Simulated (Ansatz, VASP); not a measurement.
HC in VASP and in Ansatz

Contents of POSCAR:

```
HC
1.0
   12.0000000000      0.0000000000      0.0000000000
    0.0000000000     12.5000000000      0.0000000000
    0.0000000000      0.0000000000     13.0000000000
C H
2 2
Direct
    0.5000000000      0.5000000000      0.5463979933
    0.5000000000      0.5000000000      0.4536020067
    0.5000000000      0.5000000000      0.3712640089
    0.5000000000      0.5000000000      0.6287359911
```

File INCAR.step1:

```
SYSTEM = HC
ALGO = Normal ; EDIFF = 1E-5
ENCUT = 580 ; GGA = PE
GGA_COMPAT = .FALSE. ; ISMEAR = 0
LASPH = .TRUE. ; LCHARG = .FALSE.
LREAL = .FALSE. ; LWAVE = .TRUE.
NBANDS = 13 ; NELM = 120
NELMDL = -8 ; PREC = Accurate
SIGMA = 0.01
```

Contents of INCAR.step2:

```
SYSTEM = HC
ALGO = Normal ; EDIFF = 1E-6
ENCUT = 580 ; GGA_COMPAT = .FALSE.
ISIF = 2 ; ISMEAR = 0
ISTART = 1 ; LASPH = .TRUE.
LCHARG = .FALSE. ; LMIXTAU = .TRUE.
LREAL = .FALSE. ; LWAVE = .FALSE.
METAGGA = R2SCAN ; NBANDS = 13
NELM = 120 ; PREC = Accurate
SIGMA = 0.01
```

Contents of KPOINTS:

```
k-points
0
G
  1 1 1
  0 0 0
```

Input for Ansatz:

```yaml
crystal:
  lattice:
    - [12.0, 0.0, 0.0]
    - [0.0, 12.5, 0.0]
    - [0.0, 0.0, 13.0]
  atoms:
    - { symbol: C, position: [0.5, 0.5, 0.5463979933] }
    - { symbol: C, position: [0.5, 0.5, 0.4536020067] }
    - { symbol: H, position: [0.5, 0.5, 0.3712640089] }
    - { symbol: H, position: [0.5, 0.5, 0.6287359911] }
scf:
  occupations: { method: fixed }
output:
  forces: true
hamiltonian:
  xc: r2scan
kpoints:
  mp_grid: { grid: [1, 1, 1] }
```

Alike in both runs: task single point; functional r2SCAN; k mesh 1 × 1 × 1; no spin polarisation.

|  | VASP | Ansatz |
| --- | --- | --- |
| version | VASP 6.6.1 | Ansatz 0.2.0 |
| potentials or method | VASP PAW PBE potentials, release 64 (C, H) | scalar-relativistic, plane waves, PAW |
| plane-wave cutoff (eV) | 580 | 500 |
| occupations | gaussian, width 0.01 eV | fixed |
| valence electrons in the cell | 10 | 10 |

|  | VASP | Ansatz | Ansatz less VASP |
| --- | --- | --- | --- |
| rms of the force components (eV/Å) | 0.217 | 0.280 | +0.0628 |

VASP's potentials were made for PBE, not for r2SCAN. Atom by atom the forces differ by 0.069 eV/Å (rms over components).
